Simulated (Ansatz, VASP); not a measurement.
# One calculation of CdSe, two programs

```
CELL_PARAMETERS angstrom
4.38335 0.00000 0.00000
-2.19167 3.79609 0.00000
0.00000 0.00000 7.15442
ATOMIC_POSITIONS crystal
Cd 0.66667 0.33333 0.99961
Cd 0.33333 0.66667 0.49961
Se 0.66667 0.33333 0.37539
Se 0.33333 0.66667 0.87539
```

Alike in both runs: task single point; functional PBE; k mesh 10 × 10 × 6; occupations gaussian, width 0.05 eV; non-collinear spin, spin-orbit coupling.

|  | VASP | Ansatz |
| --- | --- | --- |
| version | VASP 6.6.1 | Ansatz 0.2.0 |
| potentials or method | VASP PAW PBE potentials, release 64 (Cd, Se), cutoff 520 eV | scalar-relativistic, plane waves, PAW |
| valence electrons in the cell | 36 | 72 |

|  | VASP | Ansatz | Ansatz less VASP |
| --- | --- | --- | --- |
| pressure (GPa) | 0.2 | 0.0 | -0.27 |

The functional is the same, so the differences come from potentials, cutoffs and numerics. VASP's potentials hold 36 valence electrons a cell and Ansatz's 72, so a difference there can come from the potentials and not from the codes. Ansatz's warnings: stress scf threshold loose.
